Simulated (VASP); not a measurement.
# Si (C2/m) in VASP: further runs

The runs below take Si through single point, with LDA.

All numbers are computed with VASP 6.6.1; they aren't measurements. Logs are shortened: lines on timing, memory, paths and dates and some standing lists are left out, and cuts for length are marked.

**1. The cell of the first run**

The structure is monoclinic, space group C2/m (No. 12). Conventional cell: a = 4.870 Å, b = 9.177 Å, c = 3.416 Å, α = 90.00°, β = 129.45°, γ = 90.00°. Within 3.2 Å of Si (site symmetry m) lie 8 Si at 2.42 to 2.87 Å. Within 3.9 Å of Si (site symmetry 2) lie 20 Si at 2.48 to 3.88 Å.

**2. Single point, LDA (strain -0.1000 x Voigt [0, 0, 0, 0, 0, 1])**

Input file INCAR:

```
ALGO = Normal
EDIFF = 1E-6
ENCUT = 520
ISIF = 2
ISMEAR = 0
LASPH = T
LCHARG = F
LREAL = F
LWAVE = F
NBANDS = 16
NELM = 60
PREC = Accurate
SIGMA = 0.15
```

Input file KPOINTS:

```
k-points
0
Gamma
  14 14 14
```

Input file POSCAR:

```
Si
1.0
   -0.1323677128      2.6473542551      4.5885893296
    2.4320087322     -0.1216004366      4.5885893296
    2.2996410194      2.5257538185      0.0000000000
Si
4
Direct
    0.7297169282      0.2702830718      0.7297169282
    0.2702830718      0.7297169282      0.2702830718
    0.7744251954      0.7744251954      0.2255748046
    0.2255748046      0.2255748046      0.7744251954
```

Potentials or basis: VASP PAW LDA potentials, release 64 (Si).

On the command line:

```sh
$ cat potpaw_LDA.64/Si/POTCAR > POTCAR
$ mpirun -np 1 vasp_std > vasp.out
```

OUTCAR:

```text
EDIFF = 1E-6
   ENCUT = 520
   ISIF = 2
   ISMEAR = 0
   LASPH = T
   LREAL = F
   NELM = 60
   PREC = Accurate

 ion  position               nearest neighbor table
   1  0.730  0.270  0.730-   2 2.42   2 2.44   2 2.47   3 2.52   4 2.52   3 2.80   4 2.80   2 2.87

   2  0.270  0.730  0.270-   1 2.42   1 2.44   1 2.47   3 2.52   4 2.52   4 2.80   3 2.80   1 2.87

   3  0.774  0.774  0.226-   4 2.48   4 2.48   1 2.52   2 2.52   4 2.69   4 2.69   2 2.80   1 2.80

   4  0.226  0.226  0.774-   3 2.48   3 2.48   1 2.52   2 2.52   3 2.69   3 2.69   2 2.80   1 2.80

  LATTYP: Found a base centered monoclinic cell.
 ALAT       =     4.8700936910
 B/A-ratio  =     1.8843946835
 C/A-ratio  =     0.7013855615
 COS(beta)  =    -0.6354684718

  Lattice vectors:

 A1 = (  -2.4320087322,   0.1216004366,  -4.5885893296)
 A2 = (  -2.4320087322,   0.1216004366,   4.5885893296)
 A3 = (   2.2996410194,   2.5257538185,   0.0000000000)

Analysis of symmetry for initial positions (statically):
=====================================================================
 Subroutine PRICEL returns:
 Original cell was already a primitive cell.

 Routine SETGRP: Setting up the symmetry group for a
 base centered monoclinic supercell.

 Subroutine GETGRP returns: Found  4 space group operations
 (whereof  4 operations were pure point group operations)
 out of a pool of  4 trial point group operations.

The static configuration has the point symmetry C_2h.

Analysis of symmetry for dynamics (positions and initial velocities):
=====================================================================
 Subroutine PRICEL returns:
 Original cell was already a primitive cell.

 Routine SETGRP: Setting up the symmetry group for a
 base centered monoclinic supercell.

 Subroutine GETGRP returns: Found  4 space group operations
 (whereof  4 operations were pure point group operations)
 out of a pool of  4 trial point group operations.

The dynamic configuration has the point symmetry C_2h.

 Subroutine INISYM returns: Found  4 space group operations
 (whereof  4 operations are pure point group operations),
 and found     1 'primitive' translations

----------------------------------------------------------------------------------------

                                     Primitive cell

  volume of cell :      58.9385

  direct lattice vectors                    reciprocal lattice vectors
    -0.132367713  2.647354255  4.588589330    -0.196639576  0.179035831  0.108965951
     2.432008732 -0.121600437  4.588589330     0.196639576 -0.179035831  0.108965951
     2.299641019  2.525753819  0.000000000     0.215573692  0.199646494 -0.108965951

  length of vectors
     5.299165764  5.194670844  3.415813398     0.287392641  0.287392641  0.313375682

  position of ions in fractional coordinates (direct lattice)
     0.729716928  0.270283072  0.729716928
     0.270283072  0.729716928  0.270283072
     0.774425195  0.774425195  0.225574805
     0.225574805  0.225574805  0.774425195

  ion indices of the primitive-cell ions
   primitive index   ion index
                 1           1
                 2           2
                 3           3
                 4           4

----------------------------------------------------------------------------------------

 KPOINTS: k-points

Automatic generation of k-mesh.
 Grid dimensions read from file:
 generate k-points for:   14   14   14

 Generating k-lattice:

  Cartesian coordinates                     Fractional coordinates (reciprocal lattice)
    -0.014045684  0.012788274  0.007783282     0.071428571  0.000000000  0.000000000
     0.014045684 -0.012788274  0.007783282     0.000000000  0.071428571  0.000000000
     0.015398121  0.014260464 -0.007783282     0.000000000  0.000000000  0.071428571

  Length of vectors
     0.020528046  0.020528046  0.022383977

  Shift w.r.t. Gamma in fractional coordinates (k-lattice)
     0.000000000  0.000000000  0.000000000

 Subroutine IBZKPT returns following result:
 ===========================================

 Found    744 irreducible k-points:

 Following reciprocal coordinates:
            Coordinates               Weight
  0.000000  0.000000  0.000000      1.000000
  0.071429  0.000000  0.000000      4.000000
  0.142857  0.000000  0.000000      4.000000
  0.214286  0.000000  0.000000      4.000000
  0.285714  0.000000 -0.000000      4.000000
  0.357143  0.000000  0.000000      4.000000
[... 16 lines left out ...]
  0.214286  0.142857  0.000000      4.000000
  0.285714  0.142857 -0.000000      4.000000
 [... further k-points ...]
   k-points           NKPTS =    744   k-points in BZ     NKDIM =    744   number of bands    NBANDS=     16
   number of dos      NEDOS =    301   number of ions     NIONS =      4
   total plane-waves  NPLWV =  44800
   dimension x,y,z NGX =    40 NGY =   40 NGZ =   28
   dimension x,y,z NGXF=    80 NGYF=   80 NGZF=   56
   ions per type =               4
   NGX,Y,Z   is equivalent  to a cutoff of  12.55, 12.80, 13.63 a.u.
   NGXF,Y,Z  is equivalent  to a cutoff of  25.10, 25.60, 27.25 a.u.
 SYSTEM =  unknown system
   PREC   = accura    normal or accurate (medium, high low for compatibility)
   ISTART =      0    job   : 0-new  1-cont  2-samecut
   ICHARG =      2    charge: 1-file 2-atom 10-const
   ISPIN  =      1    spin polarized calculation?
   LNONCOLLINEAR =      F non collinear calculations
   LSORBIT =      F    spin-orbit coupling
   LASPH  =      T    aspherical Exc in radial PAW
   ENCUT  =  520.0 eV  38.22 Ry    6.18 a.u.   9.85  9.66  6.35*2*pi/ulx,y,z
   NELM   =     60;   NELMIN=  2; NELMDL= -5     # of ELM steps
   EDIFF  = 0.1E-05   stopping-criterion for ELM
   LREAL  =      F    real-space projection
   EDIFFG = 0.1E-04   stopping-criterion for IOM
   NSW    =      0    number of steps for IOM
   IBRION =     -1    ionic relax: 0-MD 1-quasi-New 2-CG
   NFREE  =      0    steps in history (QN), initial steepest desc. (CG)
   ISIF   =      2    stress and relaxation
   ISYM   =      2    0-nonsym 1-usesym 2-fastsym
   POTIM  = 0.5000    time-step for ionic-motion
   TEBEG  =    0.0;   TEEND  =   0.0 temperature during run
   PSTRESS=    0.0 pullay stress
   NELECT =      16.0000    total number of electrons
   NUPDOWN=      -1.0000    fix difference up-down
   EMIN   =  10.00;   EMAX   =-10.00  energy-range for DOS
   EFERMI =   0.00;   METHOD = LEGACY
   ISMEAR =     0;   SIGMA  =   0.15  broadening in eV -4-tet -1-fermi 0-gaus
   EFERMI_NEDOS =   21; number of points for ismear=-14 and -15
   IALGO  =     38    algorithm
   IMIX   =      4    mixing-type and parameters
     AMIX     =   0.40;   BMIX     =  1.00
     AMIX_MAG =   1.60;   BMIX_MAG =  1.00
  volume/ion in A,a.u.               =      14.73        99.43
  Fermi-wavevector in a.u.,A,eV,Ry     =   1.060022  2.003152 15.288154  1.123648
  Thomas-Fermi vector in A             =   2.195389
   LORBIT       =      0    0 simple, 1 ext, 2 COOP (PROOUT), +10 PAW based schemes
   GGA     = CA    functional components
   LHFCALC =     F    Hartree Fock is set to
   AEXX    =    0.0000 exact exchange contribution
   IVDW    =     0    specifies the selected vdW correction
   LEPSILON=     F    determine dielectric tensor
   LRPA    =     F    only Hartree local field effects (RPA)
 non-spin polarized calculation
 Gauss-broadening in eV      SIGMA  =   0.15
  energy-cutoff  :      520.00
  volume of cell :       58.94
 maximum number of plane-waves:      1608
   NGX = 19   NGY = 19   NGZ = 13

 number of electron      15.9999999 magnetization

 Free energy of the ion-electron system (eV)
  ---------------------------------------------------
  ext. energy  EPLUGINS =         0.00000000
  ---------------------------------------------------
  free energy    TOTEN  =       -22.83607587 eV

  energy without entropy =      -22.82043460  energy(sigma->0) =      -22.82825523

 E-fermi :   9.5454     XC(G=0): -11.1292

 val. band max:        9.5418000847   @ k =   0.5000   0.0000   0.0714
 cond. band min:       9.5455661535   @ k =   0.2857  -0.3571   0.1429
 fundamental gap:      0.0037660687
 Fermi energy:         9.5454469658

 k-point     1 :       0.0000    0.0000    0.0000
  band No.  band energies     occupation
      1      -4.4448      2.00000
      2       1.8307      2.00000
      3       2.7362      2.00000
      4       6.1246      2.00000
      5       6.3931      2.00000
      6       7.3451      2.00000
[... 8 lines left out ...]
     15      18.0084      0.00000
     16      18.0170      0.00000

 k-point     2 :       0.0714    0.0000    0.0000
  band No.  band energies     occupation
      1      -4.3843      2.00000
      2       1.6897      2.00000
      3       2.9845      2.00000
      4       5.2854      2.00000
      5       5.7672      2.00000
      6       7.8318      2.00000
[... 8 lines left out ...]
     15      17.3931      0.00000
     16      18.3295      0.00000

 k-point     3 :       0.1429    0.0000    0.0000
  band No.  band energies     occupation
      1      -4.2030      2.00000
      2       1.4721      2.00000
      3       3.4636      2.00000
      4       4.0583      2.00000
      5       4.9141      2.00000
      6       8.0194      2.00000
[... 8 lines left out ...]
     15      17.5698      0.00000
     16      18.1717      0.00000

 k-point     4 :       0.2143    0.0000    0.0000
  band No.  band energies     occupation
      1      -3.9014      2.00000
      2       1.3216      2.00000
      3       2.6517      2.00000
      4       4.0573      2.00000
      5       4.3566      2.00000
      6       8.1230      2.00000
[... 8 lines left out ...]
     15      17.2284      0.00000
     16      17.8535      0.00000
[... 324 lines left out ...]
 k-point    22 :       0.1429    0.1429    0.0000
  band No.  band energies     occupation
      1      -4.3057      2.00000
      2       0.4806      2.00000
      3       4.2979      2.00000
      4       5.8703      2.00000
      5       5.9865      2.00000
      6       7.7830      2.00000
[... 8 lines left out ...]
     15      16.7315      0.00000
     16      17.0883      0.00000

 k-point    23 :       0.2143    0.1429    0.0000
  band No.  band energies     occupation
      1      -4.1758      2.00000
      2       0.1427      2.00000
      3       4.4953      2.00000
      4       5.0381      2.00000
      5       6.4749      2.00000
      6       7.3584      2.00000
[... 8 lines left out ...]
     15      16.6837      0.00000
     16      17.3060      0.00000

 k-point    24 :       0.2857    0.1429   -0.0000
  band No.  band energies     occupation
      1      -3.9254      2.00000
      2      -0.0819      2.00000
      3       3.3020      2.00000
      4       5.6107      2.00000
      5       5.9787      2.00000
      6       7.5342      2.00000
[... 8 lines left out ...]
     15      16.8283      0.00000
     16      17.2114      0.00000

 [... further k-points ...]

------------------------ aborting loop because EDIFF is reached ----------------------------------------

  FORCE on cell =-STRESS in cart. coord.  units (eV):
  Direction    XX          YY          ZZ          XY          YZ          ZX
  --------------------------------------------------------------------------------------
  -------------------------------------------------------------------------------------
  Total        0.3296069      0.2574924     -0.4606317      2.7854519      0.0000000      0.0000000
  in kB        8.9599915      6.9996389    -12.5217538     75.7193641      0.0000000      0.0000000
  external PRESSURE =       1.1459589 kB  Pullay stress =       0.0000000 kB

 VOLUME and BASIS-vectors are now :
 -----------------------------------------------------------------------------
  energy-cutoff  :      520.00
  volume of cell :       58.94
      direct lattice vectors                 reciprocal lattice vectors
    -0.132367713  2.647354255  4.588589330    -0.196639576  0.179035831  0.108965951
     2.432008732 -0.121600437  4.588589330     0.196639576 -0.179035831  0.108965951
     2.299641019  2.525753819  0.000000000     0.215573692  0.199646494 -0.108965951

 POSITION                                       TOTAL-FORCE (eV/Angst)
 -----------------------------------------------------------------------------------
      2.23883      3.74204      4.58859        -0.020026     -0.009881      0.000000
      2.36046      1.30947      4.58859         0.020026      0.009881      0.000000
      2.29964      2.52575      7.10704        -0.000000     -0.000000     -0.028753
      2.29964      2.52575      2.07014        -0.000000      0.000000      0.028753
 -----------------------------------------------------------------------------------
    total drift:                                0.000000     -0.000000      0.000000

  FREE ENERGIE OF THE ION-ELECTRON SYSTEM (eV)
  ---------------------------------------------------
  free  energy   TOTEN  =       -22.8360758726 eV

  energy  without entropy=      -22.8204345962  energy(sigma->0) =      -22.82825523
```

Run time: 4.8 min. Hardware: 1 thread of Intel Xeon 6975P-C (Granite Rapids), shared host; peak memory 0.54 GiB.

Results:

```
Free energy            : -22.8361 eV
Pressure               : 0.1 GPa
Largest force          : 0.029 eV/Å
Band gap on the k mesh : zero (bands 8 and 9 overlap by 4.13 eV)
```

Forces in eV/Å, atoms in the order of the input:
```
Si  -0.020 -0.010  0.000
Si   0.020  0.010  0.000
Si   0.000  0.000 -0.029
Si   0.000  0.000  0.029
```

Caveat: the cell differs from its parent crystal (strain -0.1000 x Voigt [0, 0, 0, 0, 0, 1]).

**3. Single point, LDA (strain +0.0750 x Voigt [0, 0, 0, 0, 0, 1])**

Input file INCAR:

```
SYSTEM = Si
PREC = Accurate
ENCUT = 520
EDIFF = 1E-6
ISMEAR = 0
SIGMA = 0.15
LREAL = .False.
LASPH = .True.
NELM = 80
ALGO = Normal
ISIF = 2
LWAVE = .False.
LCHARG = .False.
GGA = CA
NBANDS = 16
```

Input file KPOINTS:

```
Automatic mesh
0
Gamma
  14 14 14
  0 0 0
```

Input file POSCAR:

```
Si
1.0
    0.0992757846      2.6473542551      4.5885893296
    2.4320087322      0.0912003275      4.5885893296
    2.5312845168      2.7385545826      0.0000000000
Si
4
Direct
    0.7297169282      0.2702830718      0.7297169282
    0.2702830718      0.7297169282      0.2702830718
    0.7744251954      0.7744251954      0.2255748046
    0.2255748046      0.2255748046      0.7744251954
```

Potentials or basis: VASP PAW LDA potentials, release 64 (Si).

On the command line:

```sh
$ cat potpaw_LDA.64/Si/POTCAR > POTCAR
$ mpirun -np 1 vasp_std > vasp.out
```

Run time: 4.5 min. Hardware: 1 thread of Intel Xeon 6975P-C (Granite Rapids), shared host; peak memory 0.55 GiB.

The run converged. Its results:

| Item | Value |
| --- | --- |
| Free energy | -22.8983 eV |
| Pressure | 0.1 GPa |
| Largest force | 0.022 eV/Å |
| Band gap on the k mesh | zero (bands 8 and 9 overlap by 4.01 eV) |

Forces on the atoms (eV/Å):
```
Si   0.001 -0.010  0.000
Si  -0.001  0.010  0.000
Si   0.000  0.000 -0.022
Si   0.000  0.000  0.022
```

Stress tensor (GPa, compression positive):
```
 0.46 -5.84  0.00
-5.84  0.63  0.00
 0.00  0.00 -0.88
```

Levels at points of the mesh, in eV from the Fermi level:
| k point | band 4 | band 5 | band 6 | band 7 | band 8 | band 9 | band 10 | band 11 | band 12 | band 13 |
| --- | --- | --- | --- | --- | --- | --- | --- | --- | --- | --- |
| (0.00, 0.00, 0.00) | -3.23 | -2.95 | -2.08 | -1.76 | -1.69 | -1.46 | 1.51 | 1.92 | 5.06 | 6.33 |
| (0.50, 0.00, 0.00) | -7.09 | -1.93 | -1.66 | -1.16 | -0.20 | -0.04 | 0.10 | 2.44 | 2.48 | 3.87 |
| (0.50, 0.50, 0.00) | -4.13 | -2.30 | -2.18 | 0.31 | 1.00 | 1.79 | 2.47 | 2.68 | 2.77 | 4.48 |
| (0.00, 0.00, 0.50) | -7.44 | -1.60 | -1.20 | -0.74 | 0.38 | 0.87 | 0.93 | 3.64 | 3.69 | 4.99 |
| (0.50, 0.00, 0.50) | -7.02 | -5.60 | -5.33 | -2.83 | -2.53 | -1.94 | -1.76 | 5.36 | 6.08 | 7.62 |
| (0.00, 0.50, 0.50) | -7.03 | -6.89 | -6.58 | -2.58 | -2.05 | -1.76 | 1.38 | 4.80 | 5.25 | 6.04 |

Caveat: the cell differs from its parent crystal (strain +0.0750 x Voigt [0, 0, 0, 0, 0, 1]).
